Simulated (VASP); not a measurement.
# CdSe (Cadmoselite) (P6_3mc) in VASP: a series of runs

The runs below take CdSe (Cadmoselite) through single point, with LDA.

Program: VASP 6.6.1. These are calculated values, not measurements. Logs are shortened: lines on timing, memory, paths and dates and some standing lists are left out, and cuts for length are marked.

### Step 1. The cell of the first run

The structure is hexagonal, space group P6_3mc (No. 186). Conventional cell: a = 4.290 Å, b = 4.290 Å, c = 6.900 Å, α = 90.00°, β = 90.00°, γ = 120.00°. Cd (site symmetry 3m) has 4 Se at 2.59 to 2.62 Å within 3.4 Å. Se (site symmetry 3m) has 4 Cd at 2.59 to 2.62 Å within 3.4 Å.

### Step 2. Single point, LDA (in-plane strain +0.01)

Input file INCAR:

```
PREC = Accurate
ENCUT = 520
EDIFF = 1E-7
ISMEAR = 0
SIGMA = 0.01
LREAL = False
LASPH = True
NELM = 100
ALGO = Normal
ISIF = 2
LWAVE = False
LCHARG = False
GGA = CA
NBANDS = 26
```

Input file KPOINTS:

```
Automatic mesh
0
Gamma
  6 6 4
```

Input file POSCAR:

```
CdSe
1.0
    4.2895533782      0.0000000000      0.0000000000
   -2.1447766891      3.7148621964      0.0000000000
    0.0000000000      0.0000000000      6.9003512226
Cd Se
2 2
Direct
    0.3333333333      0.6666666667      0.0048579434
    0.6666666667      0.3333333333      0.5048579434
    0.3333333333      0.6666666667      0.3801420566
    0.6666666667      0.3333333333      0.8801420566
```

Potentials or basis: VASP PAW LDA potentials, release 64 (Cd, Se).

Run with:

```console
> cat potpaw_LDA.64/Cd/POTCAR potpaw_LDA.64/Se/POTCAR > POTCAR
> mpirun -np 1 vasp_std > vasp.out
```

OUTCAR:

```text
PREC = Accurate
   ENCUT = 520
   EDIFF = 1E-7
   ISMEAR = 0
   LREAL = False
   LASPH = True
   NELM = 100
   ISIF = 2
   GGA = CA

 ion  position               nearest neighbor table
   1  0.333  0.667  0.005-   3 2.59   4 2.62   4 2.62   4 2.62
   2  0.667  0.333  0.505-   4 2.59   3 2.62   3 2.62   3 2.62
   3  0.333  0.667  0.380-   1 2.59   2 2.62   2 2.62   2 2.62
   4  0.667  0.333  0.880-   2 2.59   1 2.62   1 2.62   1 2.62

  LATTYP: Found a hexagonal cell.
 ALAT       =     4.2895533782
 C/A-ratio  =     1.6086409503

  Lattice vectors:

 A1 = (   4.2895533782,   0.0000000000,   0.0000000000)
 A2 = (  -2.1447766891,   3.7148621964,   0.0000000000)
 A3 = (   0.0000000000,   0.0000000000,   6.9003512226)

Analysis of symmetry for initial positions (statically):
=====================================================================
 Subroutine PRICEL returns:
 Original cell was already a primitive cell.

 Routine SETGRP: Setting up the symmetry group for a
 hexagonal supercell.

 Subroutine GETGRP returns: Found 12 space group operations
 (whereof  6 operations were pure point group operations)
 out of a pool of 24 trial point group operations.

The static configuration has the point symmetry C_3v.
 The point group associated with its full space group is C_6v.

Analysis of symmetry for dynamics (positions and initial velocities):
=====================================================================
 Subroutine PRICEL returns:
 Original cell was already a primitive cell.

 Routine SETGRP: Setting up the symmetry group for a
 hexagonal supercell.

 Subroutine GETGRP returns: Found 12 space group operations
 (whereof  6 operations were pure point group operations)
 out of a pool of 24 trial point group operations.

The dynamic configuration has the point symmetry C_3v.
 The point group associated with its full space group is C_6v.

 Subroutine INISYM returns: Found 12 space group operations
 (whereof  6 operations are pure point group operations),
 and found     1 'primitive' translations

----------------------------------------------------------------------------------------

                                     Primitive cell

  volume of cell :     109.9578

  direct lattice vectors                    reciprocal lattice vectors
     4.289553378  0.000000000  0.000000000     0.233124503  0.134594495  0.000000000
    -2.144776689  3.714862196  0.000000000     0.000000000  0.269188989  0.000000000
     0.000000000  0.000000000  6.900351223     0.000000000  0.000000000  0.144920160

  length of vectors
     4.289553378  4.289553378  6.900351223     0.269188989  0.269188989  0.144920160

  position of ions in fractional coordinates (direct lattice)
     0.333333333  0.666666667  0.004857943
     0.666666667  0.333333333  0.504857943
     0.333333333  0.666666667  0.380142057
     0.666666667  0.333333333  0.880142057

  ion indices of the primitive-cell ions
   primitive index   ion index
                 1           1
                 2           2
                 3           3
                 4           4

----------------------------------------------------------------------------------------

 KPOINTS: Automatic mesh

Automatic generation of k-mesh.
 Grid dimensions read from file:
 generate k-points for:    6    6    4

 Generating k-lattice:

  Cartesian coordinates                     Fractional coordinates (reciprocal lattice)
     0.038854084  0.022432416  0.000000000     0.166666667  0.000000000  0.000000000
     0.000000000  0.044864832  0.000000000     0.000000000  0.166666667  0.000000000
     0.000000000  0.000000000  0.036230040     0.000000000  0.000000000  0.250000000

  Length of vectors
     0.044864832  0.044864832  0.036230040

  Shift w.r.t. Gamma in fractional coordinates (k-lattice)
     0.000000000  0.000000000  0.000000000

 Subroutine IBZKPT returns following result:
 ===========================================

 Found     21 irreducible k-points:

 Following reciprocal coordinates:
            Coordinates               Weight
  0.000000  0.000000  0.000000      1.000000
  0.166667  0.000000  0.000000      6.000000
  0.333333  0.000000  0.000000      6.000000
  0.500000  0.000000  0.000000      3.000000
  0.166667  0.166667  0.000000      6.000000
  0.333333  0.166667  0.000000     12.000000
[... 13 lines left out ...]
  0.333333  0.166667  0.500000     12.000000
  0.333333  0.333333  0.500000      2.000000
   k-points           NKPTS =     21   k-points in BZ     NKDIM =     21   number of bands    NBANDS=     26
   number of dos      NEDOS =    301   number of ions     NIONS =      4
   total plane-waves  NPLWV =  55296
   dimension x,y,z NGX =    32 NGY =   32 NGZ =   54
   dimension x,y,z NGXF=    64 NGYF=   64 NGZF=  108
   ions per type =               2   2
   NGX,Y,Z   is equivalent  to a cutoff of  12.40, 12.40, 13.01 a.u.
   NGXF,Y,Z  is equivalent  to a cutoff of  24.80, 24.80, 26.02 a.u.
 SYSTEM =  unknown system
   PREC   = accura    normal or accurate (medium, high low for compatibility)
   ISTART =      0    job   : 0-new  1-cont  2-samecut
   ICHARG =      2    charge: 1-file 2-atom 10-const
   ISPIN  =      1    spin polarized calculation?
   LNONCOLLINEAR =      F non collinear calculations
   LSORBIT =      F    spin-orbit coupling
   LASPH  =      T    aspherical Exc in radial PAW
   ENCUT  =  520.0 eV  38.22 Ry    6.18 a.u.   7.98  7.98 12.83*2*pi/ulx,y,z
   NELM   =    100;   NELMIN=  2; NELMDL= -5     # of ELM steps
   EDIFF  = 0.1E-06   stopping-criterion for ELM
   LREAL  =      F    real-space projection
   EDIFFG = 0.1E-05   stopping-criterion for IOM
   NSW    =      0    number of steps for IOM
   IBRION =     -1    ionic relax: 0-MD 1-quasi-New 2-CG
   NFREE  =      0    steps in history (QN), initial steepest desc. (CG)
   ISIF   =      2    stress and relaxation
   ISYM   =      2    0-nonsym 1-usesym 2-fastsym
   POTIM  = 0.5000    time-step for ionic-motion
   TEBEG  =    0.0;   TEEND  =   0.0 temperature during run
   PSTRESS=    0.0 pullay stress
   NELECT =      36.0000    total number of electrons
   NUPDOWN=      -1.0000    fix difference up-down
   EMIN   =  10.00;   EMAX   =-10.00  energy-range for DOS
   EFERMI =   0.00;   METHOD = LEGACY
   ISMEAR =     0;   SIGMA  =   0.01  broadening in eV -4-tet -1-fermi 0-gaus
   EFERMI_NEDOS =   21; number of points for ismear=-14 and -15
   IALGO  =     38    algorithm
   IMIX   =      4    mixing-type and parameters
     AMIX     =   0.40;   BMIX     =  1.00
     AMIX_MAG =   1.60;   BMIX_MAG =  1.00
  volume/ion in A,a.u.               =      27.49       185.51
  Fermi-wavevector in a.u.,A,eV,Ry     =   1.128324  2.132222 17.321769  1.273114
  Thomas-Fermi vector in A             =   2.265013
   LORBIT       =      0    0 simple, 1 ext, 2 COOP (PROOUT), +10 PAW based schemes
   GGA     = CA    functional components
   LHFCALC =     F    Hartree Fock is set to
   AEXX    =    0.0000 exact exchange contribution
   IVDW    =     0    specifies the selected vdW correction
   LEPSILON=     F    determine dielectric tensor
   LRPA    =     F    only Hartree local field effects (RPA)
 non-spin polarized calculation
 Gauss-broadening in eV      SIGMA  =   0.01
  energy-cutoff  :      520.00
  volume of cell :      109.96
 maximum number of plane-waves:      2976
 NGX is ok and might be reduce to    32
   NGX = 15   NGY = 15   NGZ = 25

 number of electron      36.0000003 magnetization

 Free energy of the ion-electron system (eV)
  ---------------------------------------------------
  ext. energy  EPLUGINS =         0.00000000
  ---------------------------------------------------
  free energy    TOTEN  =       -13.50816814 eV

  energy without entropy =      -13.50816814  energy(sigma->0) =      -13.50816814

 E-fermi :   1.0388     XC(G=0):  -9.3852

 val. band max:        0.9963181727   @ k =   0.0000   0.0000   0.0000
 cond. band min:       1.4780771171   @ k =   0.0000   0.0000   0.0000
 fundamental gap:      0.4817589444
 Fermi energy:         1.0387922942

 k-point     1 :       0.0000    0.0000    0.0000
  band No.  band energies     occupation
      1     -11.7781      2.00000
      2     -11.3581      2.00000
      3      -7.0344      2.00000
      4      -7.0062      2.00000
      5      -7.0062      2.00000
      6      -6.9283      2.00000
[... 18 lines left out ...]
     25       7.9148      0.00000
     26       8.6620      0.00000

 k-point     2 :       0.1667    0.0000    0.0000
  band No.  band energies     occupation
      1     -11.6909      2.00000
      2     -11.3215      2.00000
      3      -7.0055      2.00000
      4      -6.9773      2.00000
      5      -6.9452      2.00000
      6      -6.8916      2.00000
[... 18 lines left out ...]
     25       8.1632      0.00000
     26       8.5542      0.00000

 k-point     3 :       0.3333    0.0000    0.0000
  band No.  band energies     occupation
      1     -11.4997      2.00000
      2     -11.2613      2.00000
      3      -6.9563      2.00000
      4      -6.9332      2.00000
      5      -6.8318      2.00000
      6      -6.8001      2.00000
[... 18 lines left out ...]
     25       8.7861      0.00000
     26       9.1797      0.00000

 k-point     4 :       0.5000    0.0000    0.0000
  band No.  band energies     occupation
      1     -11.3839      2.00000
      2     -11.2498      2.00000
      3      -6.9396      2.00000
      4      -6.9195      2.00000
      5      -6.7624      2.00000
      6      -6.7623      2.00000
[... 18 lines left out ...]
     25       8.9027      0.00000
     26      10.5413      0.00000
[... 409 lines left out ...]
      1     -11.4057      2.00000
      2     -11.4057      2.00000
      3      -6.9129      2.00000
      4      -6.9129      2.00000
      5      -6.8844      2.00000
      6      -6.8844      2.00000
[... 18 lines left out ...]
     25       8.3828      0.00000
     26       8.3828      0.00000

 k-point    20 :       0.3333    0.1667    0.5000
  band No.  band energies     occupation
      1     -11.3086      2.00000
      2     -11.3086      2.00000
      3      -6.8942      2.00000
      4      -6.8942      2.00000
      5      -6.8445      2.00000
      6      -6.8445      2.00000
[... 18 lines left out ...]
     25       8.8547      0.00000
     26       8.8547      0.00000

 k-point    21 :       0.3333    0.3333    0.5000
  band No.  band energies     occupation
      1     -11.2771      2.00000
      2     -11.2771      2.00000
      3      -6.8731      2.00000
      4      -6.8731      2.00000
      5      -6.8432      2.00000
      6      -6.8432      2.00000
[... 18 lines left out ...]
     25       9.6956      0.00000
     26       9.7219      0.00000

------------------------ aborting loop because EDIFF is reached ----------------------------------------

  FORCE on cell =-STRESS in cart. coord.  units (eV):
  Direction    XX          YY          ZZ          XY          YZ          ZX
  --------------------------------------------------------------------------------------
  -------------------------------------------------------------------------------------
  Total       -0.5504714     -0.5504714      0.5359172      0.0000000      0.0000000      0.0000000
  in kB       -8.0208306     -8.0208306      7.8087637      0.0000000      0.0000000      0.0000000
  external PRESSURE =      -2.7442992 kB  Pullay stress =       0.0000000 kB

 VOLUME and BASIS-vectors are now :
 -----------------------------------------------------------------------------
  energy-cutoff  :      520.00
  volume of cell :      109.96
      direct lattice vectors                 reciprocal lattice vectors
     4.289553378  0.000000000  0.000000000     0.233124503  0.134594495  0.000000000
    -2.144776689  3.714862196  0.000000000     0.000000000  0.269188989  0.000000000
     0.000000000  0.000000000  6.900351223     0.000000000  0.000000000  0.144920160

 POSITION                                       TOTAL-FORCE (eV/Angst)
 -----------------------------------------------------------------------------------
     -0.00000      2.47657      0.03352         0.000000     -0.000000     -0.130500
      2.14478      1.23829      3.48370        -0.000000      0.000000     -0.130500
     -0.00000      2.47657      2.62311         0.000000      0.000000      0.130500
      2.14478      1.23829      6.07329        -0.000000     -0.000000      0.130500
 -----------------------------------------------------------------------------------
    total drift:                               -0.000000      0.000000      0.000561

  FREE ENERGIE OF THE ION-ELECTRON SYSTEM (eV)
  ---------------------------------------------------
  free  energy   TOTEN  =       -13.5081681371 eV

  energy  without entropy=      -13.5081681371  energy(sigma->0) =      -13.50816814
```

Run time: 84 s. Hardware: 1 thread of AMD EPYC 7R43 (Zen 3), shared host; peak memory 0.17 GiB.

Results:

| Item | Value |
| --- | --- |
| Free energy | -13.5082 eV |
| Pressure | -0.3 GPa |
| Largest force | 0.131 eV/Å |
| Band gap on the k mesh | 0.48 eV, direct |

Forces in eV/Å, atoms in the order of the input:
```
Cd   0.000  0.000 -0.131
Cd   0.000  0.000 -0.131
Se   0.000  0.000  0.131
Se   0.000  0.000  0.131
```

Stress tensor (GPa, compression positive):
```
-0.80  0.00  0.00
 0.00 -0.80  0.00
 0.00  0.00  0.78
```

Levels at points of the mesh, in eV from the valence-band top:
```tsv
k point	band 15	band 16	band 17	band 18	band 19	band 20	band 21	band 22
(0.00, 0.00, 0.00)	-0.85	-0.02	0.00	0.00	0.48	1.98	5.67	5.67
(0.50, 0.00, 0.00)	-2.83	-2.00	-1.44	-0.78	3.11	3.12	4.66	6.16
(0.00, 0.00, 0.50)	-0.45	-0.45	-0.45	-0.45	2.22	2.22	5.77	5.77
(0.50, 0.00, 0.50)	-1.44	-1.44	-1.41	-1.41	2.78	2.78	4.75	4.75
```

Caveat: the cell differs from its parent crystal (in-plane strain +0.01).

### Step 3. Single point, LDA (in-plane strain +0.02, then relaxed in part)

Input file INCAR:

```
PREC = Accurate
ENCUT = 520
EDIFF = 1E-6
ISMEAR = 0
SIGMA = 0.01
LREAL = F
LASPH = T
NELM = 60
ALGO = Normal
ISIF = 2
LWAVE = F
LCHARG = F
NBANDS = 26
```

Input file KPOINTS:

```
regular mesh
0
Gamma
  6 6 4
```

Input file POSCAR:

```
CdSe
1.0
    4.3320242037      0.0000000000      0.0000000000
   -2.1660121018      3.7516430102      0.0000000000
    0.0000000000      0.0000000000      6.8118206434
Cd Se
2 2
Direct
    0.3333333333      0.6666666667      0.0005363041
    0.6666666667      0.3333333333      0.5005363041
    0.3333333333      0.6666666667      0.3844636959
    0.6666666667      0.3333333333      0.8844636959
```

Potentials or basis: VASP PAW LDA potentials, release 64 (Cd, Se).

Run with:

```console
> cat potpaw_LDA.64/Cd/POTCAR potpaw_LDA.64/Se/POTCAR > POTCAR
> mpirun -np 1 vasp_std > vasp.out
```

It took 83 s on 1 thread of AMD EPYC 7R43 (Zen 3), shared host; peak memory 0.18 GiB.

The run converged. Its results:

```
Free energy            : -13.4964 eV
Pressure               : -0.7 GPa
Largest force          : 0.004 eV/Å
Band gap on the k mesh : 0.43 eV, direct
```

Forces on the atoms (eV/Å):
```
Cd   0.000  0.000 -0.004
Cd   0.000  0.000 -0.004
Se   0.000  0.000  0.004
Se   0.000  0.000  0.004
```

Stress tensor (GPa, compression positive):
```
-1.27  0.00  0.00
 0.00 -1.27  0.00
 0.00  0.00  0.46
```

Levels at points of the mesh, in eV from the valence-band top:
| k point | band 14 | band 15 | band 16 | band 17 | band 18 | band 19 | band 20 | band 21 | band 22 | band 23 |
| --- | --- | --- | --- | --- | --- | --- | --- | --- | --- | --- |
| (0.00, 0.00, 0.00) | -0.93 | -0.93 | -0.07 | -0.07 | 0.00 | 0.43 | 1.72 | 5.54 | 5.54 | 6.33 |
| (0.50, 0.00, 0.00) | -3.81 | -2.78 | -2.08 | -1.39 | -0.87 | 2.94 | 3.09 | 4.73 | 6.23 | 6.37 |
| (0.00, 0.00, 0.50) | -2.69 | -0.52 | -0.52 | -0.52 | -0.52 | 2.10 | 2.10 | 5.75 | 5.75 | 5.94 |
| (0.50, 0.00, 0.50) | -4.43 | -1.52 | -1.52 | -1.32 | -1.32 | 2.79 | 2.79 | 4.67 | 4.67 | 7.55 |

Caveat: the cell differs from its parent crystal (in-plane strain +0.02, then relaxed in part).

### Step 4. Single point, LDA (in-plane strain +0.02)

Input file INCAR:

```
SYSTEM = CdSe
PREC = Accurate
ENCUT = 520
EDIFF = 1E-6
ISMEAR = 0
SIGMA = 0.01
LREAL = .False.
LASPH = .True.
NELM = 80
ALGO = Normal
ISIF = 2
LWAVE = .False.
LCHARG = .False.
GGA = CA
NBANDS = 26
```

Input file KPOINTS:

```
Automatic mesh
0
Gamma
  6 6 4
  0 0 0
```

Input file POSCAR:

```
CdSe
1.0
    4.3320242037      0.0000000000      0.0000000000
   -2.1660121018      3.7516430102      0.0000000000
    0.0000000000      0.0000000000      6.8586992031
Cd Se
2 2
Direct
    0.3333333333      0.6666666667      0.0048579434
    0.6666666667      0.3333333333      0.5048579434
    0.3333333333      0.6666666667      0.3801420566
    0.6666666667      0.3333333333      0.8801420566
```

Run with:

```console
> cat potpaw_LDA.64/Cd/POTCAR potpaw_LDA.64/Se/POTCAR > POTCAR
> mpirun -np 1 vasp_std > vasp.out
```

Wall time 82 s (1 thread of AMD EPYC 7R43 (Zen 3), shared host); peak memory 0.17 GiB.

It converged, with:

| Property | Result |
| --- | --- |
| Free energy | -13.4852 eV |
| Pressure | -0.9 GPa |
| Largest force | 0.259 eV/Å |
| Band gap on the k mesh | 0.46 eV, direct |

Forces on the atoms (eV/Å):
```
Cd   0.000  0.000 -0.259
Cd   0.000  0.000 -0.259
Se   0.000  0.000  0.259
Se   0.000  0.000  0.259
```

Stress tensor (GPa, compression positive):
```
-1.97  0.00  0.00
 0.00 -1.97  0.00
 0.00  0.00  1.14
```

Levels at points of the mesh, in eV from the valence-band top:
```
           k point  band 16  band 17  band 18  band 19  band 20  band 21
(0.00, 0.00, 0.00)    -0.01    -0.01     0.00     0.46     1.89     5.60
(0.50, 0.00, 0.00)    -1.99    -1.40    -0.74     3.05     3.12     4.72
(0.00, 0.00, 0.50)    -0.47    -0.47    -0.47     2.18     2.18     5.80
(0.50, 0.00, 0.50)    -1.42    -1.34    -1.34     2.79     2.79     4.77
```

Caveat: the cell differs from its parent crystal (in-plane strain +0.02).

### Step 5. The runs side by side

| cell | gap on the mesh (eV) | pressure (GPa) | largest force (eV/Å) |
| --- | --- | --- | --- |
| a = 4.290, b = 4.290, c = 6.900 Å, angles 90.0, 90.0, 120.0°, 4 atoms | 0.48 | -0.3 | 0.13 |
| a = 4.332, b = 4.332, c = 6.812 Å, angles 90.0, 90.0, 120.0°, 4 atoms | 0.43 | -0.7 | - |
| a = 4.332, b = 4.332, c = 6.859 Å, angles 90.0, 90.0, 120.0°, 4 atoms | 0.46 | -0.9 | 0.26 |

Alike in all rows: task single point; level LDA; potentials or basis VASP PAW LDA potentials, release 64 (Cd, Se); no spin polarisation; k mesh 6 × 6 × 4; cutoff (eV) 520; smearing gaussian 0.01 eV.

Total energies depend on the potentials used, so only differences within one code and one set of settings carry meaning.
